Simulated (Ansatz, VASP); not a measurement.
## Two plane-wave programs on La2O3

POSCAR

```
La2O3
1.0
    3.8170484982      0.0000000000      0.0000000000
   -1.9085242491      3.3056609669      0.0000000000
    0.0000000000      0.0000000000      6.3581387720
La O
2 3
Direct
    0.6666666667      0.3333333333      0.7536660847
    0.3333333333      0.6666666667      0.2463339153
    0.6666666667      0.3333333333      0.3584379042
    0.3333333333      0.6666666667      0.6415620958
    0.0000000000      0.0000000000      0.0000000000
```

The input INCAR.step1:

```
SYSTEM = La2O3
PREC = Accurate
ENCUT = 520
ISMEAR = 0
SIGMA = 0.01
LREAL = .FALSE.
LASPH = .TRUE.
NELM = 100
NBANDS = 28
GGA = PE
ALGO = Normal
EDIFF = 1E-4
LWAVE = .TRUE.
LCHARG = .FALSE.
```

Contents of INCAR.step2:

```
SYSTEM = La2O3
PREC = Accurate
ENCUT = 520
EDIFF = 1E-6
ISMEAR = 0
SIGMA = 0.01
LREAL = .FALSE.
LASPH = .TRUE.
NELM = 100
ALGO = Normal
ISIF = 2
LWAVE = .FALSE.
LCHARG = .FALSE.
METAGGA = R2SCAN
LMIXTAU = .TRUE.
NBANDS = 28
ISTART = 1
```

The input KPOINTS:

```
regular mesh
0
G
  12 12 4
  0 0 0
```

Input for Ansatz:

```yaml
crystal:
  lattice:
    - [3.8170484982, 0.0, 0.0]
    - [-1.9085242491, 3.3056609669, 0.0]
    - [0.0, 0.0, 6.358138772]
  atoms:
    - { symbol: La, position: [0.6666666667, 0.3333333333, 0.7536660847] }
    - { symbol: La, position: [0.3333333333, 0.6666666667, 0.2463339153] }
    - { symbol: O, position: [0.6666666667, 0.3333333333, 0.3584379042] }
    - { symbol: O, position: [0.3333333333, 0.6666666667, 0.6415620958] }
    - { symbol: O, position: [0.0, 0.0, 0.0] }
kpoints:
  mp_grid: { grid: [12, 12, 4] }
  band_path:
    path:
      - [0.0, 0.0, 0.0]
      - [0.5, 0.0, 0.0]
      - [0.3333333333, 0.3333333333, 0.0]
      - [0.0, 0.0, 0.5]
      - [0.5, 0.0, 0.5]
      - [0.3333333333, 0.3333333333, 0.5]
      - [0.0, 0.5, 0.0]
    npoints: 1
hamiltonian:
  xc: r2scan
scf:
  occupations: { method: fixed }
  n_extra_bands: 5
output:
  forces: true
  stress: true
  eigenvalues: true
  write_density: true
  write_potential: true
  elf: true
  volumetric_format: npy
```

Change from the starting cell: epitaxial_xy strain -3.0%.

Alike in both runs: task single point; functional r2SCAN; k mesh 12 × 12 × 4; no spin polarisation.

|  | VASP | Ansatz |
| --- | --- | --- |
| version | VASP 6.6.1 | Ansatz 0.2.0 |
| potentials or method | VASP PAW PBE potentials, release 64 (La, O) | plane waves, PAW |
| plane-wave cutoff (eV) | 520 | 500 |
| occupations | gaussian, width 0.01 eV | fixed |
| valence electrons in the cell | 40 | 40 |

|  | VASP | Ansatz | Ansatz less VASP |
| --- | --- | --- | --- |
| gap on the k mesh at the Fermi level (eV) | 4.22 | 4.19 | -0.028 |
| pressure (GPa) | 4.8 | 5.2 | +0.48 |
| traceless stress, the component that is largest in VASP (GPa) | -5.15 | -5.23 | -0.081 |
| rms of the force components (eV/Å) | 0.013 | 0.001 | -0.0112 |

VASP's potentials were made for PBE, not for r2SCAN. Atom by atom the forces differ by 0.011 eV/Å (rms over components).

Neither program's run includes spin-orbit coupling.
